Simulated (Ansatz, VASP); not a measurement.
# One calculation of BaTe, two programs

```
Ba Te
1.0
     0.00000    3.41000    3.41000
     3.41000    0.00000    3.41000
     3.41000    3.41000    0.00000
Ba Te
1 1
Direct
  0.00000 0.00000 0.00000
  0.48534 0.51466 0.48534
```

Change from the starting cell: all Te atoms moved -0.100 Å, as atom 2 along Cartesian [0 1 0].

Alike in both runs: task single point; functional r2SCAN; k mesh 8 × 8 × 8; occupations gaussian, width 0.05 eV; no spin polarisation.

|  | VASP | Ansatz |
| --- | --- | --- |
| version | VASP 6.6.1 | Ansatz 0.2.0 |
| potentials or method | VASP PAW PBE potentials, release 64 (Ba_sv, Te), cutoff 520 eV | scalar-relativistic, plane waves, PAW |
| valence electrons in the cell | 16 | 26 |

VASP gave:

| Property | Result |
| --- | --- |
| gap on the k mesh at the Fermi level (eV) | 1.70 |
| least direct gap on the mesh (eV) | 2.07 |
| pressure (GPa) | 4.6 |
| traceless stress, the component that is largest in VASP (GPa) | 0.32 |
| rms of the force components (eV/Å) | 0.199 |

Problem. What did Ansatz give for the same quantities?

Solution. gap on the k mesh at the Fermi level (eV): 1.80; least direct gap on the mesh (eV): 2.13; pressure (GPa): 4.1; traceless stress, the component that is largest in VASP (GPa): 0.30; rms of the force components (eV/Å): 0.190.

VASP's potentials were made for PBE, not for r2SCAN. Atom by atom the forces differ by 0.008 eV/Å (rms over components). The functional is the same, so the differences come from potentials, cutoffs and numerics. VASP's potentials hold 16 valence electrons a cell and Ansatz's 26, so a difference there can come from the potentials and not from the codes.

Neither program's run includes spin-orbit coupling.
